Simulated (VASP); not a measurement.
# Cu in VASP: single point with PBE

Aim: the single point of Cu with PBE.

Program: VASP 6.6.1. These are calculated values, not measurements. Logs are shortened: lines on timing, memory, paths and dates and some standing lists are left out, and cuts for length are marked.

### 1 The cell of the first run

The cell holds a slab with vacuum, 19 atoms: a = 5.112 Å, b = 5.112 Å, c = 27.230 Å, α = 90.00°, β = 90.00°, γ = 90.00°.

### 2 Single point, PBE

Input file INCAR:

```
SYSTEM = Cu
  PREC = Accurate
  ENCUT = 520
  EDIFF = 1E-7
  ISMEAR = 0
  SIGMA = 0.1
  LREAL = Auto
  LASPH = .TRUE.
  NELM = 100
  ALGO = Normal
  ISIF = 2
  LWAVE = .FALSE.
  LCHARG = .FALSE.
  LDIPOL = .TRUE.
  IDIPOL = 3
  DIPOL = 0.5 0.5 0.493
  GGA = PE
  NBANDS = 120
```

Input file KPOINTS:

```
regular mesh
0
G
  5 5 1
  0 0 0
```

Input file POSCAR:

```
Cu
1.0
    5.1123820200      0.0000000000      0.0000000000
    0.0000000000      5.1123820200      0.0000000000
    0.0000000000      0.0000000000     27.2300001326
Cu
19
Direct
    0.2500000000      0.2500000000      0.3672420107
    0.2500000000      0.7500000000      0.3672420107
    0.7500000000      0.2500000000      0.3672420107
    0.7500000000      0.7500000000      0.3672420107
    0.0000000000      0.0000000000      0.4336210100
    0.0000000000      0.5000000000      0.4336210100
    0.5000000000      0.0000000000      0.4336210100
    0.5000000000      0.5000000000      0.4336210100
    0.2500000000      0.2500000000      0.5003856380
    0.2500000000      0.7500000000      0.5010058247
    0.7500000000      0.2500000000      0.5010058247
    0.7500000000      0.7500000000      0.5008266984
   -0.0023955252     -0.0023955252      0.5682213438
   -0.0023955252      0.5023955252      0.5682213438
    0.5023955252     -0.0023955252      0.5682213438
    0.5023955252      0.5023955252      0.5682213438
    0.2500000000      0.2500000000      0.6309850427
    0.2500000000      0.7500000000      0.6307489944
    0.7500000000      0.2500000000      0.6307489944
```

Potentials or basis: VASP PAW PBE potentials, release 64 (Cu).

Run with:

```sh
$ cat potpaw_PBE.64/Cu/POTCAR > POTCAR
$ mpirun -np 1 vasp_std > vasp.out
```

OUTCAR:

```text
SYSTEM = Cu
   PREC = Accurate
   ENCUT = 520
   EDIFF = 1E-7
   ISMEAR = 0
   LREAL = Auto
   LASPH = .TRUE.
   NELM = 100
   ISIF = 2
   GGA = PE

 ion  position               nearest neighbor table
   1  0.250  0.250  0.367-   2 2.56   3 2.56   2 2.56   3 2.56   7 2.56   8 2.56   5 2.56   6 2.56

   2  0.250  0.750  0.367-   1 2.56   4 2.56   1 2.56   4 2.56   7 2.56   8 2.56   5 2.56   6 2.56

   3  0.750  0.250  0.367-   1 2.56   4 2.56   4 2.56   1 2.56   7 2.56   8 2.56   5 2.56   6 2.56
[... 14 lines left out ...]
                             5 2.58   6 2.58   7 2.58   8 2.58
  11  0.750  0.250  0.501-  12 2.56  12 2.56   9 2.56   9 2.56  15 2.57  16 2.57  13 2.57  14 2.57
                             5 2.58   6 2.58   7 2.58   8 2.58
  12  0.750  0.750  0.501-  10 2.56  11 2.56  11 2.56  10 2.56  15 2.56  16 2.56  13 2.56  14 2.56
                             5 2.57   6 2.57   7 2.57   8 2.57
  13  0.998  0.998  0.568-  18 2.48  19 2.48  17 2.50  15 2.53  14 2.53  12 2.56  10 2.57  11 2.57
                            15 2.58  14 2.58   9 2.60
  14  0.998  0.502  0.568-  18 2.48  19 2.48  17 2.50  16 2.53  13 2.53  12 2.56  10 2.57  11 2.57
                            16 2.58  13 2.58   9 2.60
  15  0.502  0.998  0.568-  18 2.48  19 2.48  17 2.50  16 2.53  13 2.53  12 2.56  10 2.57  11 2.57
                            16 2.58  13 2.58   9 2.60
  16  0.502  0.502  0.568-  18 2.48  19 2.48  17 2.50  15 2.53  14 2.53  12 2.56  10 2.57  11 2.57
                            15 2.58  14 2.58   9 2.60
  17  0.250  0.250  0.631-  13 2.50  14 2.50  15 2.50  16 2.50  18 2.56  19 2.56  18 2.56  19 2.56

  18  0.250  0.750  0.631-  13 2.48  14 2.48  15 2.48  16 2.48  17 2.56  17 2.56
  19  0.750  0.250  0.631-  13 2.48  14 2.48  15 2.48  16 2.48  17 2.56  17 2.56

  LATTYP: Found a simple tetragonal cell.
 ALAT       =     5.1123820200
 C/A-ratio  =     5.3262843086

  Lattice vectors:

 A1 = (   5.1123820200,   0.0000000000,   0.0000000000)
 A2 = (   0.0000000000,   5.1123820200,   0.0000000000)
 A3 = (   0.0000000000,   0.0000000000,  27.2300001326)

Analysis of symmetry for initial positions (statically):
=====================================================================
 Subroutine PRICEL returns:
 Original cell was already a primitive cell.

 Routine SETGRP: Setting up the symmetry group for a
 simple tetragonal supercell.

 Subroutine GETGRP returns: Found  8 space group operations
 (whereof  2 operations were pure point group operations)
 out of a pool of 16 trial point group operations.

The static configuration has the point symmetry C_1h.
 The point group associated with its full space group is C_4v.

Analysis of symmetry for dynamics (positions and initial velocities):
=====================================================================
 Subroutine PRICEL returns:
 Original cell was already a primitive cell.

 Routine SETGRP: Setting up the symmetry group for a
 simple tetragonal supercell.

 Subroutine GETGRP returns: Found  8 space group operations
 (whereof  2 operations were pure point group operations)
 out of a pool of 16 trial point group operations.

The dynamic configuration has the point symmetry C_1h.
 The point group associated with its full space group is C_4v.

 Subroutine INISYM returns: Found  8 space group operations
 (whereof  2 operations are pure point group operations),
 and found     1 'primitive' translations

----------------------------------------------------------------------------------------

                                     Primitive cell

  volume of cell :     711.6955

  direct lattice vectors                    reciprocal lattice vectors
     5.112382020  0.000000000  0.000000000     0.195603536  0.000000000  0.000000000
     0.000000000  5.112382020  0.000000000     0.000000000  0.195603536  0.000000000
     0.000000000  0.000000000 27.230000133     0.000000000  0.000000000  0.036724201

  length of vectors
     5.112382020  5.112382020 27.230000133     0.195603536  0.195603536  0.036724201

  position of ions in fractional coordinates (direct lattice)
     0.250000000  0.250000000  0.367242011
     0.250000000  0.750000000  0.367242011
     0.750000000  0.250000000  0.367242011
     0.750000000  0.750000000  0.367242011
     0.000000000  0.000000000  0.433621010
     0.000000000  0.500000000  0.433621010
[... 11 lines left out ...]
     0.250000000  0.750000000  0.630748994
     0.750000000  0.250000000  0.630748994

  ion indices of the primitive-cell ions
   primitive index   ion index
                 1           1
                 2           2
                 3           3
                 4           4
                 5           5
                 6           6
[... 11 lines left out ...]
                18          18
                19          19

----------------------------------------------------------------------------------------

 KPOINTS: regular mesh

Automatic generation of k-mesh.
 Grid dimensions read from file:
 generate k-points for:    5    5    1

 Generating k-lattice:

  Cartesian coordinates                     Fractional coordinates (reciprocal lattice)
     0.039120707  0.000000000  0.000000000     0.200000000  0.000000000  0.000000000
     0.000000000  0.039120707  0.000000000     0.000000000  0.200000000  0.000000000
     0.000000000  0.000000000  0.036724201     0.000000000  0.000000000  1.000000000

  Length of vectors
     0.039120707  0.039120707  0.036724201

  Shift w.r.t. Gamma in fractional coordinates (k-lattice)
     0.000000000  0.000000000  0.000000000

 Subroutine IBZKPT returns following result:
 ===========================================

 Found      6 irreducible k-points:

 Following reciprocal coordinates:
            Coordinates               Weight
  0.000000  0.000000  0.000000      1.000000
  0.200000  0.000000  0.000000      4.000000
  0.400000  0.000000  0.000000      4.000000
  0.200000  0.200000  0.000000      4.000000
  0.400000  0.200000  0.000000      8.000000
  0.400000  0.400000  0.000000      4.000000
   k-points           NKPTS =      6   k-points in BZ     NKDIM =      6   number of bands    NBANDS=    120
   number of dos      NEDOS =    301   number of ions     NIONS =     19
   total plane-waves  NPLWV = 336000
   dimension x,y,z NGX =    40 NGY =   40 NGZ =  210
   dimension x,y,z NGXF=    80 NGYF=   80 NGZF=  420
   ions per type =              19
   NGX,Y,Z   is equivalent  to a cutoff of  13.01, 13.01, 12.82 a.u.
   NGXF,Y,Z  is equivalent  to a cutoff of  26.01, 26.01, 25.64 a.u.
 SYSTEM =  Cu
   PREC   = accura    normal or accurate (medium, high low for compatibility)
   ISTART =      0    job   : 0-new  1-cont  2-samecut
   ICHARG =      2    charge: 1-file 2-atom 10-const
   ISPIN  =      1    spin polarized calculation?
   LNONCOLLINEAR =      F non collinear calculations
   LSORBIT =      F    spin-orbit coupling
   LASPH  =      T    aspherical Exc in radial PAW
   ENCUT  =  520.0 eV  38.22 Ry    6.18 a.u.   9.51  9.51 50.63*2*pi/ulx,y,z
   NELM   =    100;   NELMIN=  2; NELMDL= -5     # of ELM steps
   EDIFF  = 0.1E-06   stopping-criterion for ELM
   LREAL  =      T    real-space projection
   EDIFFG = 0.1E-05   stopping-criterion for IOM
   NSW    =      0    number of steps for IOM
   IBRION =     -1    ionic relax: 0-MD 1-quasi-New 2-CG
   NFREE  =      0    steps in history (QN), initial steepest desc. (CG)
   ISIF   =      2    stress and relaxation
   ISYM   =      2    0-nonsym 1-usesym 2-fastsym
   POTIM  = 0.5000    time-step for ionic-motion
   TEBEG  =    0.0;   TEEND  =   0.0 temperature during run
   PSTRESS=    0.0 pullay stress
   NELECT =     209.0000    total number of electrons
   NUPDOWN=      -1.0000    fix difference up-down
   EMIN   =  10.00;   EMAX   =-10.00  energy-range for DOS
   EFERMI =   0.00;   METHOD = LEGACY
   ISMEAR =     0;   SIGMA  =   0.10  broadening in eV -4-tet -1-fermi 0-gaus
   EFERMI_NEDOS =   21; number of points for ismear=-14 and -15
   IALGO  =     38    algorithm
   IMIX   =      4    mixing-type and parameters
     AMIX     =   0.40;   BMIX     =  1.00
     AMIX_MAG =   1.60;   BMIX_MAG =  1.00
  volume/ion in A,a.u.               =      37.46       252.78
  Fermi-wavevector in a.u.,A,eV,Ry     =   1.088159  2.056321 16.110509  1.184089
  Thomas-Fermi vector in A             =   2.224334
   LORBIT       =      0    0 simple, 1 ext, 2 COOP (PROOUT), +10 PAW based schemes
   GGA     = PE    functional components
   LHFCALC =     F    Hartree Fock is set to
   AEXX    =    0.0000 exact exchange contribution
   IVDW    =     0    specifies the selected vdW correction
   LEPSILON=     F    determine dielectric tensor
   LRPA    =     F    only Hartree local field effects (RPA)
 non-spin polarized calculation
 Gauss-broadening in eV      SIGMA  =   0.10
  energy-cutoff  :      520.00
  volume of cell :      711.70
 maximum number of plane-waves:     19233
 NGX is ok and might be reduce to    40
   NGX = 19   NGY = 19   NGZ =101

 dipolmoment           0.000000      0.000000      0.088819 electrons x Angstroem

 number of electron     208.9999693 magnetization

 dipolmoment           0.000000      0.000000     -0.025035 electrons x Angstroem

 Free energy of the ion-electron system (eV)
  ---------------------------------------------------
  ext. energy  EPLUGINS =         0.00000000
  ---------------------------------------------------
  free energy    TOTEN  =       -65.71878759 eV

  energy without entropy =      -65.69915468  energy(sigma->0) =      -65.70897113

 E-fermi :  -0.6098     XC(G=0):  -4.7607

 val. band max:       -0.6115329202   @ k =   0.0000   0.0000   0.0000
 cond. band min:      -0.4989844589   @ k =   0.2000   0.0000   0.0000
 fundamental gap:      0.1125484613
 Fermi energy:        -0.6098196058

 k-point     1 :       0.0000    0.0000    0.0000
  band No.  band energies     occupation
      1      -9.3922      2.00000
      2      -8.1641      2.00000
      3      -6.4738      2.00000
      4      -5.4647      2.00000
      5      -5.4647      2.00000
      6      -5.4485      2.00000
[... 703 lines left out ...]
    115       3.6161      0.00000
    116       4.2656      0.00000
 [bands above 116 left out]

------------------------ aborting loop because EDIFF is reached ----------------------------------------

 vacuum level on the upper side and lower side of the slab       (xc-potential included)        -0.153         0.016

  FORCE on cell =-STRESS in cart. coord.  units (eV):
  Direction    XX          YY          ZZ          XY          YZ          ZX
  --------------------------------------------------------------------------------------
  -------------------------------------------------------------------------------------
  Total       -3.9367258     -3.9367258     -0.2720836      0.0000000     -0.0000000      0.0000000
  in kB       -8.8624032     -8.8624032     -0.6125177      0.0000000     -0.0000000      0.0000000
  external PRESSURE =      -6.1124414 kB  Pullay stress =       0.0000000 kB

 VOLUME and BASIS-vectors are now :
 -----------------------------------------------------------------------------
  energy-cutoff  :      520.00
  volume of cell :      711.70
      direct lattice vectors                 reciprocal lattice vectors
     5.112382020  0.000000000  0.000000000     0.195603536  0.000000000  0.000000000
     0.000000000  5.112382020  0.000000000     0.000000000  0.195603536  0.000000000
     0.000000000  0.000000000 27.230000133     0.000000000  0.000000000  0.036724201

 POSITION                                       TOTAL-FORCE (eV/Angst)
 -----------------------------------------------------------------------------------
      1.27810      1.27810     10.00000         0.000000      0.000000      0.115970
      1.27810      3.83429     10.00000         0.000000      0.000000      0.108748
      3.83429      1.27810     10.00000         0.000000      0.000000      0.108748
      3.83429      3.83429     10.00000         0.000000      0.000000      0.081842
      0.00000      0.00000     11.80750         0.005814      0.005814     -0.127710
      0.00000      2.55619     11.80750         0.005814     -0.005814     -0.127710
[... 11 lines left out ...]
      1.27810      3.83429     17.17530         0.000000      0.000000      0.054956
      3.83429      1.27810     17.17530         0.000000      0.000000      0.054956
 -----------------------------------------------------------------------------------
    total drift:                               -0.000000      0.000000      0.009913

  FREE ENERGIE OF THE ION-ELECTRON SYSTEM (eV)
  ---------------------------------------------------
  free  energy   TOTEN  =       -65.7187875885 eV

  energy  without entropy=      -65.6991546768  energy(sigma->0) =      -65.70897113

 vacuum level on the upper side and lower side of the slab         3.661         3.833
```

Run time: 22 min. Hardware: 1 thread of Intel Xeon Platinum 8488C (Sapphire Rapids), shared host; peak memory 0.82 GiB.

Results:

| Item | Value |
| --- | --- |
| Free energy | -65.7188 eV |
| Largest force | 0.128 eV/Å |

Forces in eV/Å, atoms in the order of the input:
```
Cu   0.000  0.000  0.116
Cu   0.000  0.000  0.109
Cu   0.000  0.000  0.109
Cu   0.000  0.000  0.082
Cu   0.006  0.006 -0.128
Cu   0.006 -0.006 -0.128
Cu  -0.006  0.006 -0.128
Cu  -0.006 -0.006 -0.128
Cu   0.000  0.000  0.002
Cu   0.000  0.000  0.004
Cu   0.000  0.000  0.004
Cu   0.000  0.000 -0.005
Cu  -0.011 -0.011 -0.013
Cu  -0.011  0.011 -0.013
Cu   0.011 -0.011 -0.013
Cu   0.011  0.011 -0.013
Cu   0.000  0.000  0.031
Cu   0.000  0.000  0.055
Cu   0.000  0.000  0.055
```
